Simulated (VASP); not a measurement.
Wanted: the native input for a VASP 6.6.1 run.

| Item | Value |
| --- | --- |
| Task | single point |
| Functional | PBE |
| Dispersion | D3(BJ) |
| Potentials or basis | VASP PAW PBE potentials, release 64 (Al) |
| Cutoff | 520 eV |
| k mesh | 26 × 26 × 26 |
| Occupations | gaussian, width 0.15 eV |
| Spin | no spin polarisation |
| Dipole correction | no |
| Further INCAR settings | ALGO = Fast; EDIFF = 1e-06; NBANDS = 8 |

The structure of Al lies in POSCAR:

```
Al
1.0
    0.0000000000      2.1506718558      1.8320538030
    2.1506718558      0.0000000000      1.8320538030
    2.1506718558      2.1506718558      0.0000000000
Al
1
Direct
    0.0000000000      0.0000000000      0.0000000000
```

This cell differs from its parent crystal: strain +0.080 along x and y, -0.080 along z.

The input as run:

INCAR

```
SYSTEM = Al
PREC     = Accurate       ! precision mode
ENCUT    = 520            ! plane-wave cutoff, eV
EDIFF    = 1E-6           ! SCF threshold, eV
ISMEAR   = 0              ! smearing method
SIGMA    = 0.15           ! smearing width, eV
LREAL    = .FALSE.        ! projectors in reciprocal space
LASPH    = .TRUE.         ! aspherical terms in the spheres
NELM     = 80             ! most SCF steps
ALGO     = Fast           ! electronic algorithm
ISIF     = 2              ! what is computed and relaxed
LWAVE    = .FALSE.        ! write WAVECAR
LCHARG   = .FALSE.        ! write CHGCAR
GGA      = PE             ! functional
IVDW     = 12             ! dispersion correction
NBANDS   = 8              ! bands
```

KPOINTS

```
Automatic mesh
0
G
  26 26 26
  0 0 0
```

Potentials or basis: VASP PAW PBE potentials, release 64 (Al).

Launch:

```console
$ cat potpaw_PBE.64/Al/POTCAR > POTCAR
$ mpirun -np 1 vasp_std > vasp.out
```

Results of the run:

```
Pressure                   : -4.1 GPa
Dispersion energy per atom : -0.327 eV
```

Caveat: the cell differs from its parent crystal (strain +0.080 along x and y, -0.080 along z); pairwise dispersion overbinds metals, which lowers pressure and volume.

Wall time 44 s on 1 thread of Intel(R) Xeon(R) 6975P-C (Granite Rapids), on a shared host, peak memory 0.27 GiB.
